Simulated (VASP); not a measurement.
Set up this calculation in VASP 6.6.1, as the native input.

| Quantity | Value |
| --- | --- |
| Task | relaxation of cell and atoms |
| Functional | PBEsol |
| Potentials or basis | VASP PAW PBE potentials, release 64 (Pb_d, O) |
| Cutoff | 600 eV |
| k mesh | 9 × 9 × 9 |
| Occupations | fermi-dirac, width 0.05 eV |
| Spin | no spin polarisation |
| Dipole correction | no |
| Further INCAR settings | ALGO = Normal; EDIFF = 1e-06; IBRION = 2; EDIFFG = -0.01; NSW = 60; ISIF = 3 |

The structure of PbO2 lies in POSCAR:

```
PbO2
1.0
    0.0000000000      2.7019920000      2.7019920000
    2.7019920000      0.0000000000      2.7019920000
    2.7019920000      2.7019920000      0.0000000000
Pb O
1 2
Direct
    0.0000000000      0.0000000000      0.0000000000
    0.7500000000      0.7500000000      0.7500000000
    0.2500000000      0.2500000000      0.2500000000
```

These files were run (other wordings do the same):

INCAR

```
SYSTEM = PbO2
ALGO     = Normal         ! electronic algorithm
EDIFF    = 1E-6           ! SCF threshold, eV
EDIFFG   = -0.01          ! ionic threshold
ENCUT    = 600            ! plane-wave cutoff, eV
GGA      = PS             ! functional
IBRION   = 2              ! ionic algorithm
ISIF     = 3              ! what is computed and relaxed
ISMEAR   = -1             ! smearing method
LASPH    = .TRUE.         ! aspherical terms in the spheres
LCHARG   = .FALSE.        ! write CHGCAR
LREAL    = .FALSE.        ! projectors in reciprocal space
LWAVE    = .FALSE.        ! write WAVECAR
NELM     = 60             ! most SCF steps
NSW      = 60             ! ionic steps
PREC     = Accurate       ! precision mode
SIGMA    = 0.05           ! smearing width, eV
```

KPOINTS

```
k-points
0
G
  9 9 9
  0 0 0
```

Potentials or basis: VASP PAW PBE potentials, release 64 (Pb_d, O).

Command:

```sh
$ cat potpaw_PBE.64/Pb_d/POTCAR potpaw_PBE.64/O/POTCAR > POTCAR
$ mpirun -np 1 vasp_std > vasp.out
```

It gave:

```
Relaxed volume                        : 12.64 Å³/atom
Relaxed cell                          : a = 3.771 Å, b = 3.771 Å, c = 3.771 Å, α = 60.00°, β = 60.00°, γ = 60.00°
Space group after relaxing (to 0.1 Å) : Fm-3m (No. 225)
Energy gained by relaxing             : 9.3 meV/atom
Ionic steps                           : 3
Pressure after relaxing               : 0.0 GPa
Band gap on the k mesh                : zero (bands 13 and 14 overlap by 1.25 eV)
```

Caveat: the PAW data sets were made with another functional, which shifts forces and pressure a little; spin-orbit coupling is left out, which moves the levels of the heavy elements.

Run time: 87 s on 1 thread of Intel Xeon 8259CL (shared host), peak memory 0.2 GiB.
